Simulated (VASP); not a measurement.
Set up this calculation in VASP 6.6.1, as the native input.

```
Task                      : relaxation of the atoms
Functional                : PBE
Dispersion                : D3(BJ)
Potentials or basis       : VASP PAW PBE potentials, release 64 (Si, C)
Cutoff                    : 520 eV
k mesh                    : 9 × 6 × 1
Occupations               : gaussian, width 0.05 eV
Spin                      : no spin polarisation
Dipole correction         : yes
Atoms held fixed (from 0) : [0, 1, 4, 5]
Further INCAR settings    : ALGO = Normal; EDIFF = 1e-06; IBRION = 2; EDIFFG = -0.03; NSW = 70
```

The structure of SiC lies in POSCAR:

```
SiC
1.0
    3.0750204127      0.0000000000      0.0000000000
    0.0000000000      4.3487355722      0.0000000000
    0.0000000000      0.0000000000     18.6125306191
Si C
4 4
Selective dynamics
Direct
    0.5000000000      0.5000000000      0.3760907178  F F F
    0.0000000000      0.0000000000      0.4586969059  F F F
    0.5000000000      0.5000000000      0.5413030941  T T T
    0.0000000000      0.0000000000      0.6239092822  T T T
    0.0000000000      0.2500000000      0.3760907178  F F F
    0.5000000000      0.7500000000      0.4586969059  F F F
    0.0000000000      0.2500000000      0.5413030941  T T T
    0.5000000000      0.7500000000      0.6239092822  T T T
```

The input as run:

INCAR

```
SYSTEM = SiC
ALGO = Normal ; DIPOL = 0.5 0.5 0.500
EDIFF = 1E-6 ; EDIFFG = -0.03
ENCUT = 520 ; GGA = PE
IBRION = 2 ; IDIPOL = 3
ISIF = 2 ; ISMEAR = 0
IVDW = 12 ; LASPH = .True.
LCHARG = .False. ; LDIPOL = .True.
LREAL = .False. ; LWAVE = .False.
NELM = 100 ; NSW = 70
PREC = Accurate ; SIGMA = 0.05
```

KPOINTS

```
k-points
0
Gamma
  9 6 1
  0 0 0
```

Potentials or basis: VASP PAW PBE potentials, release 64 (Si, C).

The run is started by

```bash
$ cat potpaw_PBE.64/Si/POTCAR potpaw_PBE.64/C/POTCAR > POTCAR
$ mpirun -np 1 vasp_std > vasp.out
```

Results of the run:

```json
{"Energy gained by relaxing": "76.3 meV/atom", "Ionic steps": "18", "Band gap on the k mesh": "0.20 eV (least direct gap 0.52 eV)", "Dispersion energy per atom": "-0.215 eV"}
```

Caveat: semilocal functionals underestimate gaps, and a narrow one can read as zero.

Wall time 10 min on 1 thread of Intel(R) Xeon(R) 6975P-C (Granite Rapids), with other jobs on the host, peak memory 0.38 GiB.
